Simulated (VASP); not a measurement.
# SnO (Romarchite) (P4/nmm) in VASP: notebook

SnO (Romarchite) is run at these levels: LDA, PBEsol, PBE; tasks: single point, relaxation of cell and atoms.

Program: VASP 6.6.1. These are calculated values, not measurements. Logs are shortened: lines on timing, memory, paths and dates and some standing lists are left out, and cuts for length are marked.

### Step 1. The cell of the first run

The structure is tetragonal, space group P4/nmm (No. 129). The conventional cell has a = 3.763 Å, b = 3.763 Å, c = 4.651 Å, α = 90.00°, β = 90.00°, γ = 90.00°. Within 2.9 Å of Sn (site symmetry 4mm) lie 4 O at 2.20 Å. Within 2.9 Å of O (site symmetry -4m2) lie 4 Sn at 2.20 Å and 4 O at 2.66 Å.

### Step 2. Single point, LDA

Contents of INCAR:

```
PREC = Accurate
ENCUT = 520
EDIFF = 1E-6
ISMEAR = -1
SIGMA = 0.1
LREAL = F
LASPH = T
NELM = 60
ALGO = Normal
ISIF = 2
LWAVE = F
LCHARG = F
NBANDS = 28
```

Contents of KPOINTS:

```
Automatic mesh
0
Gamma
  8 8 7
```

Contents of POSCAR:

```
SnO
1.0
    3.7629047778      0.0000000000      0.0000000000
    0.0000000000      3.7629047778      0.0000000000
    0.0000000000      0.0000000000      4.6510007844
Sn O
2 2
Direct
    0.5000000000      0.0000000000      0.2462452977
    0.0000000000      0.5000000000      0.7537547023
    0.0000000000      0.0000000000      0.0000000000
    0.5000000000      0.5000000000      0.0000000000
```

Potentials or basis: VASP PAW LDA potentials, release 64 (Sn_d, O).

The run is started by

```
$ cat potpaw_LDA.64/Sn_d/POTCAR potpaw_LDA.64/O/POTCAR > POTCAR
$ mpirun -np 1 vasp_std > vasp.out
```

OUTCAR:

```text
PREC = Accurate
   ENCUT = 520
   EDIFF = 1E-6
   ISMEAR = -1
   LREAL = F
   LASPH = T
   NELM = 60
   ISIF = 2

 ion  position               nearest neighbor table
   1  0.500  0.000  0.246-   3 2.20   4 2.20   4 2.20   3 2.20   2 3.51   2 3.51   2 3.51   2 3.51
                             2 3.56   2 3.56   2 3.56   2 3.56
   2  0.000  0.500  0.754-   3 2.20   4 2.20   3 2.20   4 2.20   1 3.51   1 3.51   1 3.51   1 3.51
                             1 3.56   1 3.56   1 3.56   1 3.56
   3  0.000  0.000  0.000-   1 2.20   2 2.20   2 2.20   1 2.20
   4  0.500  0.500  0.000-   1 2.20   2 2.20   1 2.20   2 2.20

  LATTYP: Found a simple tetragonal cell.
 ALAT       =     3.7629047778
 C/A-ratio  =     1.2360134149

  Lattice vectors:

 A1 = (   3.7629047778,   0.0000000000,   0.0000000000)
 A2 = (   0.0000000000,   3.7629047778,   0.0000000000)
 A3 = (   0.0000000000,   0.0000000000,   4.6510007844)

Analysis of symmetry for initial positions (statically):
=====================================================================
 Subroutine PRICEL returns:
 Original cell was already a primitive cell.

 Routine SETGRP: Setting up the symmetry group for a
 simple tetragonal supercell.

 Subroutine GETGRP returns: Found 16 space group operations
 (whereof  8 operations were pure point group operations)
 out of a pool of 16 trial point group operations.

The static configuration has the point symmetry D_2d.
 The point group associated with its full space group is D_4h.

Analysis of symmetry for dynamics (positions and initial velocities):
=====================================================================
 Subroutine PRICEL returns:
 Original cell was already a primitive cell.

 Routine SETGRP: Setting up the symmetry group for a
 simple tetragonal supercell.

 Subroutine GETGRP returns: Found 16 space group operations
 (whereof  8 operations were pure point group operations)
 out of a pool of 16 trial point group operations.

The dynamic configuration has the point symmetry D_2d.
 The point group associated with its full space group is D_4h.

 Subroutine INISYM returns: Found 16 space group operations
 (whereof  8 operations are pure point group operations),
 and found     1 'primitive' translations

----------------------------------------------------------------------------------------

                                     Primitive cell

  volume of cell :      65.8556

  direct lattice vectors                    reciprocal lattice vectors
     3.762904778  0.000000000  0.000000000     0.265752141  0.000000000  0.000000000
     0.000000000  3.762904778  0.000000000     0.000000000  0.265752141  0.000000000
     0.000000000  0.000000000  4.651000784     0.000000000  0.000000000  0.215007489

  length of vectors
     3.762904778  3.762904778  4.651000784     0.265752141  0.265752141  0.215007489

  position of ions in fractional coordinates (direct lattice)
     0.500000000  0.000000000  0.246245298
     0.000000000  0.500000000  0.753754702
     0.000000000  0.000000000  0.000000000
     0.500000000  0.500000000  0.000000000

  ion indices of the primitive-cell ions
   primitive index   ion index
                 1           1
                 2           2
                 3           3
                 4           4

----------------------------------------------------------------------------------------

 KPOINTS: Automatic mesh

Automatic generation of k-mesh.
 Grid dimensions read from file:
 generate k-points for:    8    8    7

 Generating k-lattice:

  Cartesian coordinates                     Fractional coordinates (reciprocal lattice)
     0.033219018  0.000000000  0.000000000     0.125000000  0.000000000  0.000000000
     0.000000000  0.033219018  0.000000000     0.000000000  0.125000000  0.000000000
     0.000000000  0.000000000  0.030715356     0.000000000  0.000000000  0.142857143

  Length of vectors
     0.033219018  0.033219018  0.030715356

  Shift w.r.t. Gamma in fractional coordinates (k-lattice)
     0.000000000  0.000000000  0.000000000

 Subroutine IBZKPT returns following result:
 ===========================================

 Found     60 irreducible k-points:

 Following reciprocal coordinates:
            Coordinates               Weight
  0.000000  0.000000  0.000000      1.000000
  0.125000  0.000000  0.000000      4.000000
  0.250000  0.000000  0.000000      4.000000
  0.375000  0.000000  0.000000      4.000000
  0.500000  0.000000  0.000000      2.000000
  0.125000  0.125000  0.000000      4.000000
[... 16 lines left out ...]
  0.375000  0.125000  0.142857     16.000000
  0.500000  0.125000  0.142857      8.000000
 [... further k-points ...]
   k-points           NKPTS =     60   k-points in BZ     NKDIM =     60   number of bands    NBANDS=     28
   number of dos      NEDOS =    301   number of ions     NIONS =      4
   total plane-waves  NPLWV =  28224
   dimension x,y,z NGX =    28 NGY =   28 NGZ =   36
   dimension x,y,z NGXF=    56 NGYF=   56 NGZF=   72
   ions per type =               2   2
   NGX,Y,Z   is equivalent  to a cutoff of  12.37, 12.37, 12.87 a.u.
   NGXF,Y,Z  is equivalent  to a cutoff of  24.74, 24.74, 25.74 a.u.
 SYSTEM =  unknown system
   PREC   = accura    normal or accurate (medium, high low for compatibility)
   ISTART =      0    job   : 0-new  1-cont  2-samecut
   ICHARG =      2    charge: 1-file 2-atom 10-const
   ISPIN  =      1    spin polarized calculation?
   LNONCOLLINEAR =      F non collinear calculations
   LSORBIT =      F    spin-orbit coupling
   LASPH  =      T    aspherical Exc in radial PAW
   ENCUT  =  520.0 eV  38.22 Ry    6.18 a.u.   7.00  7.00  8.65*2*pi/ulx,y,z
   NELM   =     60;   NELMIN=  2; NELMDL= -5     # of ELM steps
   EDIFF  = 0.1E-05   stopping-criterion for ELM
   LREAL  =      F    real-space projection
   EDIFFG = 0.1E-04   stopping-criterion for IOM
   NSW    =      0    number of steps for IOM
   IBRION =     -1    ionic relax: 0-MD 1-quasi-New 2-CG
   NFREE  =      0    steps in history (QN), initial steepest desc. (CG)
   ISIF   =      2    stress and relaxation
   ISYM   =      2    0-nonsym 1-usesym 2-fastsym
   POTIM  = 0.5000    time-step for ionic-motion
   TEBEG  =    0.0;   TEEND  =   0.0 temperature during run
   PSTRESS=    0.0 pullay stress
   NELECT =      40.0000    total number of electrons
   NUPDOWN=      -1.0000    fix difference up-down
   EMIN   =  10.00;   EMAX   =-10.00  energy-range for DOS
   EFERMI =   0.00;   METHOD = LEGACY
   ISMEAR =    -1;   SIGMA  =   0.10  broadening in eV -4-tet -1-fermi 0-gaus
   EFERMI_NEDOS =   21; number of points for ismear=-14 and -15
   IALGO  =     38    algorithm
   IMIX   =      4    mixing-type and parameters
     AMIX     =   0.40;   BMIX     =  1.00
     AMIX_MAG =   1.60;   BMIX_MAG =  1.00
  volume/ion in A,a.u.               =      16.46       111.10
  Fermi-wavevector in a.u.,A,eV,Ry     =   1.386428  2.619968 26.152868  1.922182
  Thomas-Fermi vector in A             =   2.510744
   LORBIT       =      0    0 simple, 1 ext, 2 COOP (PROOUT), +10 PAW based schemes
   GGA     = CA    functional components
   LHFCALC =     F    Hartree Fock is set to
   AEXX    =    0.0000 exact exchange contribution
   IVDW    =     0    specifies the selected vdW correction
   LEPSILON=     F    determine dielectric tensor
   LRPA    =     F    only Hartree local field effects (RPA)
 non-spin polarized calculation
  energy-cutoff  :      520.00
  volume of cell :       65.86
 maximum number of plane-waves:      1806
 NGX is ok and might be reduce to    28
   NGX = 13   NGY = 13   NGZ = 17

 number of electron      40.0000014 magnetization

 Free energy of the ion-electron system (eV)
  ---------------------------------------------------
  ext. energy  EPLUGINS =         0.00000000
  ---------------------------------------------------
  free energy    TOTEN  =       -25.73545574 eV

  energy without entropy =      -25.72839199  energy(sigma->0) =      -25.73192387

 E-fermi :   7.7539     XC(G=0): -11.0082

 val. band max:        7.6597220883   @ k =   0.1250   0.0000   0.0000
 cond. band min:       7.7795640053   @ k =   0.5000   0.5000   0.1429
 fundamental gap:      0.1198419171
 Fermi energy:         7.7539449976

 k-point     1 :       0.0000    0.0000    0.0000
  band No.  band energies     occupation
      1     -14.3894      2.00000
      2     -13.9161      2.00000
      3     -13.9161      2.00000
      4     -13.8970      2.00000
      5     -13.8527      2.00000
      6     -13.8460      2.00000
[... 20 lines left out ...]
     27      14.3131      0.00000
     28      14.6306      0.00000

 k-point     2 :       0.1250    0.0000    0.0000
  band No.  band energies     occupation
      1     -14.3802      2.00000
      2     -13.9125      2.00000
      3     -13.9105      2.00000
      4     -13.8987      2.00000
      5     -13.8481      2.00000
      6     -13.8469      2.00000
[... 20 lines left out ...]
     27      14.4852      0.00000
     28      15.8782      0.00000

 k-point     3 :       0.2500    0.0000    0.0000
  band No.  band energies     occupation
      1     -14.3545      2.00000
      2     -14.0147      2.00000
      3     -13.9010      2.00000
      4     -13.8947      2.00000
      5     -13.8633      2.00000
      6     -13.8484      2.00000
[... 20 lines left out ...]
     27      14.7693      0.00000
     28      17.9789      0.00000

 k-point     4 :       0.3750    0.0000    0.0000
  band No.  band energies     occupation
      1     -14.3130      2.00000
      2     -14.1486      2.00000
      3     -13.8838      2.00000
      4     -13.8733      2.00000
      5     -13.8582      2.00000
      6     -13.8497      2.00000
[... 578 lines left out ...]
     27      15.8298      0.00000
     28      17.0708      0.00000

 k-point    23 :       0.3750    0.1250    0.1429
  band No.  band energies     occupation
      1     -14.3180      2.00000
      2     -14.1778      2.00000
      3     -13.8934      2.00000
      4     -13.8707      2.00000
      5     -13.8612      2.00000
      6     -13.8423      2.00000
[... 20 lines left out ...]
     27      16.0163      0.00000
     28      16.4666      0.00000

 k-point    24 :       0.5000    0.1250    0.1429
  band No.  band energies     occupation
      1     -14.2642      2.00000
      2     -14.2642      2.00000
      3     -13.8784      2.00000
      4     -13.8784      2.00000
      5     -13.8508      2.00000
      6     -13.8508      2.00000
[... 20 lines left out ...]
     27      16.1941      0.00000
     28      16.1941      0.00000

 [... further k-points ...]
[... 5 lines left out ...]
  --------------------------------------------------------------------------------------
  -------------------------------------------------------------------------------------
  Total        0.2120686      0.2120686      0.2016836      0.0000000      0.0000000      0.0000000
  in kB        5.1593397      5.1593397      4.9066875      0.0000000      0.0000000      0.0000000
  external PRESSURE =       5.0751223 kB  Pullay stress =       0.0000000 kB

 VOLUME and BASIS-vectors are now :
 -----------------------------------------------------------------------------
  energy-cutoff  :      520.00
  volume of cell :       65.86
      direct lattice vectors                 reciprocal lattice vectors
     3.762904778  0.000000000  0.000000000     0.265752141  0.000000000  0.000000000
     0.000000000  3.762904778  0.000000000     0.000000000  0.265752141  0.000000000
     0.000000000  0.000000000  4.651000784     0.000000000  0.000000000  0.215007489

 POSITION                                       TOTAL-FORCE (eV/Angst)
 -----------------------------------------------------------------------------------
      1.88145      0.00000      1.14529        -0.000000      0.000000      0.140639
      0.00000      1.88145      3.50571         0.000000      0.000000     -0.140639
      0.00000      0.00000      0.00000         0.000000      0.000000     -0.000000
      1.88145      1.88145      0.00000         0.000000     -0.000000     -0.000000
 -----------------------------------------------------------------------------------
    total drift:                                0.000000      0.000000      0.000000

  FREE ENERGIE OF THE ION-ELECTRON SYSTEM (eV)
  ---------------------------------------------------
  free  energy   TOTEN  =       -25.7354557372 eV

  energy  without entropy=      -25.7283919946  energy(sigma->0) =      -25.73192387
```

Wall time 64 s (1 thread of Intel Xeon 6975P-C (Granite Rapids), shared host); peak memory 0.2 GiB.

What came out:

```
Free energy            : -25.7355 eV
Pressure               : 0.5 GPa
Largest force          : 0.141 eV/Å
Band gap on the k mesh : zero (band 20 reaches 7.66 eV, above the bottom of band 21 at 7.43 eV)
```

Forces on the atoms (eV/Å):
```
Sn   0.000  0.000  0.141
Sn   0.000  0.000 -0.141
O    0.000  0.000  0.000
O    0.000  0.000  0.000
```

Caveat: spin-orbit coupling is left out, which moves the levels of the heavy elements.

[end of part 1 of 3]
